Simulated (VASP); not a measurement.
# SnTe (rocksalt type) (Fm-3m) in VASP: a series of runs, part 2 of 2

VASP 6.6.1. The steps go on from the part before.

### Step 5. Single point, PBEsol (volume scaled by 0.8)

The input, INCAR:

```
SYSTEM = SnTe
PREC = Accurate
ENCUT = 520
EDIFF = 1E-6
ISMEAR = -1
SIGMA = 0.08
LREAL = .FALSE.
LASPH = .TRUE.
NELM = 80
ALGO = Normal
ISIF = 2
LWAVE = .FALSE.
LCHARG = .FALSE.
GGA = PS
NBANDS = 17
```

The input, KPOINTS:

```
Automatic mesh
0
G
  11 11 11
  0 0 0
```

The input, POSCAR:

```
SnTe
1.0
    0.0000000000      2.9180180670      2.9180180670
    2.9180180670      0.0000000000      2.9180180670
    2.9180180670      2.9180180670      0.0000000000
Sn Te
1 1
Direct
    0.0000000000      0.0000000000      0.0000000000
    0.5000000000      0.5000000000      0.5000000000
```

Potentials or basis: VASP PAW PBE potentials, release 64 (Sn_d, Te).

Started as:

```sh
cat potpaw_PBE.64/Sn_d/POTCAR potpaw_PBE.64/Te/POTCAR > POTCAR
mpirun -np 1 vasp_std > vasp.out
```

OUTCAR:

```text
SYSTEM = SnTe
   PREC = Accurate
   ENCUT = 520
   EDIFF = 1E-6
   ISMEAR = -1
   LREAL = .FALSE.
   LASPH = .TRUE.
   NELM = 80
   ISIF = 2
   GGA = PS

 ion  position               nearest neighbor table
   1  0.000  0.000  0.000-   2 2.92   2 2.92   2 2.92   2 2.92   2 2.92   2 2.92
   2  0.500  0.500  0.500-   1 2.92   1 2.92   1 2.92   1 2.92   1 2.92   1 2.92

  LATTYP: Found a face centered cubic cell.
 ALAT       =     5.8360361340

  Lattice vectors:

 A1 = (   0.0000000000,   2.9180180670,   2.9180180670)
 A2 = (   2.9180180670,   0.0000000000,   2.9180180670)
 A3 = (   2.9180180670,   2.9180180670,   0.0000000000)

Analysis of symmetry for initial positions (statically):
=====================================================================
 Subroutine PRICEL returns:
 Original cell was already a primitive cell.

 Routine SETGRP: Setting up the symmetry group for a
 face centered cubic supercell.

 Subroutine GETGRP returns: Found 48 space group operations
 (whereof 48 operations were pure point group operations)
 out of a pool of 48 trial point group operations.

The static configuration has the point symmetry O_h .

Analysis of symmetry for dynamics (positions and initial velocities):
=====================================================================
 Subroutine PRICEL returns:
 Original cell was already a primitive cell.

 Routine SETGRP: Setting up the symmetry group for a
 face centered cubic supercell.

 Subroutine GETGRP returns: Found 48 space group operations
 (whereof 48 operations were pure point group operations)
 out of a pool of 48 trial point group operations.

The dynamic configuration has the point symmetry O_h .

 Subroutine INISYM returns: Found 48 space group operations
 (whereof 48 operations are pure point group operations),
 and found     1 'primitive' translations

----------------------------------------------------------------------------------------

                                     Primitive cell

  volume of cell :      49.6929

  direct lattice vectors                    reciprocal lattice vectors
     0.000000000  2.918018067  2.918018067    -0.171349179  0.171349179  0.171349179
     2.918018067  0.000000000  2.918018067     0.171349179 -0.171349179  0.171349179
     2.918018067  2.918018067  0.000000000     0.171349179  0.171349179 -0.171349179

  length of vectors
     4.126700726  4.126700726  4.126700726     0.296785484  0.296785484  0.296785484

  position of ions in fractional coordinates (direct lattice)
     0.000000000  0.000000000  0.000000000
     0.500000000  0.500000000  0.500000000

  ion indices of the primitive-cell ions
   primitive index   ion index
                 1           1
                 2           2

----------------------------------------------------------------------------------------

 KPOINTS: Automatic mesh

Automatic generation of k-mesh.
 Grid dimensions read from file:
 generate k-points for:   11   11   11

 Generating k-lattice:

  Cartesian coordinates                     Fractional coordinates (reciprocal lattice)
    -0.015577198  0.015577198  0.015577198     0.090909091  0.000000000  0.000000000
     0.015577198 -0.015577198  0.015577198     0.000000000  0.090909091  0.000000000
     0.015577198  0.015577198 -0.015577198     0.000000000  0.000000000  0.090909091

  Length of vectors
     0.026980499  0.026980499  0.026980499

  Shift w.r.t. Gamma in fractional coordinates (k-lattice)
     0.000000000  0.000000000  0.000000000

 Subroutine IBZKPT returns following result:
 ===========================================

 Found     56 irreducible k-points:

 Following reciprocal coordinates:
            Coordinates               Weight
  0.000000  0.000000  0.000000      1.000000
  0.090909  0.000000  0.000000      8.000000
  0.181818  0.000000  0.000000      8.000000
  0.272727  0.000000  0.000000      8.000000
  0.363636  0.000000  0.000000      8.000000
  0.454545  0.000000  0.000000      8.000000
[... 16 lines left out ...]
 -0.272727  0.181818  0.000000     24.000000
 -0.181818  0.181818  0.000000     12.000000
 [... further k-points ...]
   k-points           NKPTS =     56   k-points in BZ     NKDIM =     56   number of bands    NBANDS=     17
   number of dos      NEDOS =    301   number of ions     NIONS =      2
   total plane-waves  NPLWV =  32768
   dimension x,y,z NGX =    32 NGY =   32 NGZ =   32
   dimension x,y,z NGXF=    64 NGYF=   64 NGZF=   64
   ions per type =               1   1
   NGX,Y,Z   is equivalent  to a cutoff of  12.89, 12.89, 12.89 a.u.
   NGXF,Y,Z  is equivalent  to a cutoff of  25.78, 25.78, 25.78 a.u.
 SYSTEM =  SnTe
   PREC   = accura    normal or accurate (medium, high low for compatibility)
   ISTART =      0    job   : 0-new  1-cont  2-samecut
   ICHARG =      2    charge: 1-file 2-atom 10-const
   ISPIN  =      1    spin polarized calculation?
   LNONCOLLINEAR =      F non collinear calculations
   LSORBIT =      F    spin-orbit coupling
   LASPH  =      T    aspherical Exc in radial PAW
   ENCUT  =  520.0 eV  38.22 Ry    6.18 a.u.   7.67  7.67  7.67*2*pi/ulx,y,z
   NELM   =     80;   NELMIN=  2; NELMDL= -5     # of ELM steps
   EDIFF  = 0.1E-05   stopping-criterion for ELM
   LREAL  =      F    real-space projection
   EDIFFG = 0.1E-04   stopping-criterion for IOM
   NSW    =      0    number of steps for IOM
   IBRION =     -1    ionic relax: 0-MD 1-quasi-New 2-CG
   NFREE  =      0    steps in history (QN), initial steepest desc. (CG)
   ISIF   =      2    stress and relaxation
   ISYM   =      2    0-nonsym 1-usesym 2-fastsym
   POTIM  = 0.5000    time-step for ionic-motion
   TEBEG  =    0.0;   TEEND  =   0.0 temperature during run
   PSTRESS=    0.0 pullay stress
   NELECT =      20.0000    total number of electrons
   NUPDOWN=      -1.0000    fix difference up-down
   EMIN   =  10.00;   EMAX   =-10.00  energy-range for DOS
   EFERMI =   0.00;   METHOD = LEGACY
   ISMEAR =    -1;   SIGMA  =   0.08  broadening in eV -4-tet -1-fermi 0-gaus
   EFERMI_NEDOS =   21; number of points for ismear=-14 and -15
   IALGO  =     38    algorithm
   IMIX   =      4    mixing-type and parameters
     AMIX     =   0.40;   BMIX     =  1.00
     AMIX_MAG =   1.60;   BMIX_MAG =  1.00
  volume/ion in A,a.u.               =      24.85       167.67
  Fermi-wavevector in a.u.,A,eV,Ry     =   1.208705  2.284121 19.877661  1.460967
  Thomas-Fermi vector in A             =   2.344304
   LORBIT       =      0    0 simple, 1 ext, 2 COOP (PROOUT), +10 PAW based schemes
   GGA     = PS    functional components
   LHFCALC =     F    Hartree Fock is set to
   AEXX    =    0.0000 exact exchange contribution
   IVDW    =     0    specifies the selected vdW correction
   LEPSILON=     F    determine dielectric tensor
   LRPA    =     F    only Hartree local field effects (RPA)
 non-spin polarized calculation
  energy-cutoff  :      520.00
  volume of cell :       49.69
 maximum number of plane-waves:      1363
   NGX = 15   NGY = 15   NGZ = 15

 number of electron      19.9999992 magnetization

 Free energy of the ion-electron system (eV)
  ---------------------------------------------------
  ext. energy  EPLUGINS =         0.00000000
  ---------------------------------------------------
  free energy    TOTEN  =        -7.78693737 eV

  energy without entropy =       -7.77675632  energy(sigma->0) =       -7.78184685

 E-fermi :  10.0612     XC(G=0): -10.7115

 val. band max:       10.0062441422   @ k =   0.4545   0.0000   0.0000
 cond. band min:      10.1191333687   @ k =  -0.1818   0.1818   0.0000
 fundamental gap:      0.1128892265
 Fermi energy:        10.0611872368

 k-point     1 :       0.0000    0.0000    0.0000
  band No.  band energies     occupation
      1     -11.9906      2.00000
      2     -11.9906      2.00000
      3     -11.9656      2.00000
      4     -11.9656      2.00000
      5     -11.9656      2.00000
      6      -4.7661      2.00000
[... 9 lines left out ...]
     16      14.3022      0.00000
     17      15.9781      0.00000
[... 441 lines left out ...]
 k-point    24 :      -0.1818    0.1818    0.0000
  band No.  band energies     occupation
      1     -12.0038      2.00000
      2     -11.9995      2.00000
      3     -11.9633      2.00000
      4     -11.9565      2.00000
      5     -11.9532      2.00000
      6      -3.7821      2.00000
[... 9 lines left out ...]
     16      18.2635      0.00000
     17      18.5397      0.00000

 [... further k-points ...]

------------------------ aborting loop because EDIFF is reached ----------------------------------------

  FORCE on cell =-STRESS in cart. coord.  units (eV):
  Direction    XX          YY          ZZ          XY          YZ          ZX
  --------------------------------------------------------------------------------------
  -------------------------------------------------------------------------------------
  Total        5.3239668      5.3239668      5.3239668      0.0000000     -0.0000000      0.0000000
  in kB      171.6532351    171.6532351    171.6532351      0.0000000     -0.0000000      0.0000000
  external PRESSURE =     171.6532351 kB  Pullay stress =       0.0000000 kB

 VOLUME and BASIS-vectors are now :
 -----------------------------------------------------------------------------
  energy-cutoff  :      520.00
  volume of cell :       49.69
      direct lattice vectors                 reciprocal lattice vectors
     0.000000000  2.918018067  2.918018067    -0.171349179  0.171349179  0.171349179
     2.918018067  0.000000000  2.918018067     0.171349179 -0.171349179  0.171349179
     2.918018067  2.918018067  0.000000000     0.171349179  0.171349179 -0.171349179

 POSITION                                       TOTAL-FORCE (eV/Angst)
 -----------------------------------------------------------------------------------
      0.00000      0.00000      0.00000         0.000000      0.000000      0.000000
      2.91802      2.91802      2.91802        -0.000000      0.000000     -0.000000
 -----------------------------------------------------------------------------------
    total drift:                                0.000000     -0.000000     -0.000000

  FREE ENERGIE OF THE ION-ELECTRON SYSTEM (eV)
  ---------------------------------------------------
  free  energy   TOTEN  =        -7.7869373721 eV

  energy  without entropy=       -7.7767563196  energy(sigma->0) =       -7.78184685
```

It took 68 s on 1 thread of Intel Xeon 8259CL, shared host; peak memory 0.2 GiB.

What came out:

- Free energy: -7.7869 eV
- Pressure: 17.2 GPa

Caveat: this odd mesh misses L, where the gap lies, so gap, dielectric constants and Born charges aren't listed; the PAW data sets were made with another functional, which shifts forces and pressure a little; spin-orbit coupling is left out, which moves the levels of the heavy elements.

### Step 6. Single point, PBEsol (volume scaled by 0.88)

The input, INCAR:

```
ALGO = Normal ; EDIFF = 1E-7
ENCUT = 520 ; GGA = PS
ISIF = 2 ; ISMEAR = -1
LASPH = T ; LCHARG = T
LELF = T ; LREAL = F
LVHAR = T ; LWAVE = F
NBANDS = 17 ; NELM = 60
PREC = Accurate ; SIGMA = 0.08
```

The input, KPOINTS:

```
k-points
0
Gamma
  11 11 11
```

The input, POSCAR:

```
SnTe
1.0
    0.0000000000      3.0122120271      3.0122120271
    3.0122120271      0.0000000000      3.0122120271
    3.0122120271      3.0122120271      0.0000000000
Sn Te
1 1
Direct
    0.0000000000      0.0000000000      0.0000000000
    0.5000000000      0.5000000000      0.5000000000
```

Potentials or basis: VASP PAW PBE potentials, release 64 (Sn_d, Te).

Started as:

```sh
cat potpaw_PBE.64/Sn_d/POTCAR potpaw_PBE.64/Te/POTCAR > POTCAR
mpirun -np 1 vasp_std > vasp.out
```

It took 81 s on 1 thread of Intel Xeon 8259CL, shared host; peak memory 0.21 GiB.

It converged, with:

| Item | Value |
| --- | --- |
| Free energy | -8.1694 eV |
| Pressure | 8.1 GPa |

Levels at points of the mesh, in eV from the Fermi level:
| k point | band 8 | band 9 | band 10 | band 11 | band 12 | band 13 |
| --- | --- | --- | --- | --- | --- | --- |
| (0.00, 0.00, 0.00) | -2.55 | -2.55 | -2.55 | 3.58 | 3.58 | 3.58 |

Caveat: this odd mesh misses L, where the gap lies, so gap, dielectric constants and Born charges aren't listed; the PAW data sets were made with another functional, which shifts forces and pressure a little; spin-orbit coupling is left out, which moves the levels of the heavy elements.

### Step 7. The runs side by side

| level | cell | smearing | pressure (GPa) |
| --- | --- | --- | --- |
| PBEsol+D3(BJ) | a = 3.831 Å, angles 60.0°, 2 atoms | tetrahedron | 51.8 |
| PBEsol | a = 3.984 Å, angles 60.0°, 2 atoms | fermi-dirac 0.08 eV | 31.8 |
| PBEsol | a = 4.127 Å, angles 60.0°, 2 atoms | fermi-dirac 0.08 eV | 17.2 |
| PBEsol | a = 4.260 Å, angles 60.0°, 2 atoms | fermi-dirac 0.08 eV | 8.1 |

Alike in all rows: task single point; potentials or basis VASP PAW PBE potentials, release 64 (Sn_d, Te); no spin polarisation; k mesh 11 × 11 × 11; cutoff (eV) 520.

Caveats: the PAW data sets were made with another functional, which shifts forces and pressure a little; spin-orbit coupling is left out, which moves the levels of the heavy elements; pairwise dispersion overbinds metals, which lowers pressure and volume (some runs).

Absolute energies hang on the potentials; compare differences alone.
